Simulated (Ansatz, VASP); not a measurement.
**Two plane-wave programs on Cr**

INCAR

```
SYSTEM = Cr
PREC     = Accurate       ! precision mode
ENCUT    = 520            ! plane-wave cutoff, eV
EDIFF    = 1E-6           ! SCF threshold, eV
ISMEAR   = 0              ! smearing method
SIGMA    = 0.15           ! smearing width, eV
LREAL    = .FALSE.        ! projectors in reciprocal space
LASPH    = .TRUE.         ! aspherical terms in the spheres
NELM     = 80             ! most SCF steps
ALGO     = Normal         ! electronic algorithm
ISIF     = 2              ! what is computed and relaxed
LWAVE    = .FALSE.        ! write WAVECAR
LCHARG   = .FALSE.        ! write CHGCAR
GGA      = PS             ! functional
NBANDS   = 12             ! bands
```

KPOINTS

```
Automatic mesh
0
G
  24 24 24
  0 0 0
```

The input POSCAR:

```
Cr
1.0
   -1.4059012500      1.4059012500      1.4059012500
    1.4059012500     -1.4059012500      1.4059012500
    1.4059012500      1.4059012500     -1.4059012500
Cr
1
Direct
    0.0000000000      0.0000000000      0.0000000000
```

Input for Ansatz:

```yaml
crystal:
  lattice:
    - [-1.40590125, 1.40590125, 1.40590125]
    - [1.40590125, -1.40590125, 1.40590125]
    - [1.40590125, 1.40590125, -1.40590125]
  atoms:
    - { symbol: Cr, position: [0.0, 0.0, 0.0] }
basis:
  ecutwfc: 420
kpoints:
  mp_grid: { grid: [24, 24, 24] }
hamiltonian:
  xc: pbesol
scf:
  occupations: { method: gaussian, width: 0.15 }
output:
  forces: true
  stress: true
  eigenvalues: true
```

Change from the starting cell: strain -0.025 along x and y, -0.025 along z, atoms carried along.

Alike in both runs: task single point; functional PBEsol; k mesh 24 × 24 × 24; occupations gaussian, width 0.15 eV; no spin polarisation.

|  | VASP | Ansatz |
| --- | --- | --- |
| version | VASP 6.6.1 | Ansatz 0.2.0 |
| potentials or method | VASP PAW PBE potentials, release 64 (Cr_pv), cutoff 520 eV | scalar-relativistic, plane waves, PAW |
| valence electrons in the cell | 12 | 14 |

Ansatz gave:

```
gap on the k mesh at the Fermi level (eV) : none
pressure (GPa)                            : 0.8
```

Which values does VASP return?

gap on the k mesh at the Fermi level (eV): none; pressure (GPa): 0.2.

VASP's potentials were made for PBE, not for PBEsol. A gap of «none» marks a metal or a gap that the smearing closes. VASP's potentials hold 12 valence electrons a cell and Ansatz's 14, so a difference there can come from the potentials and not from the codes.
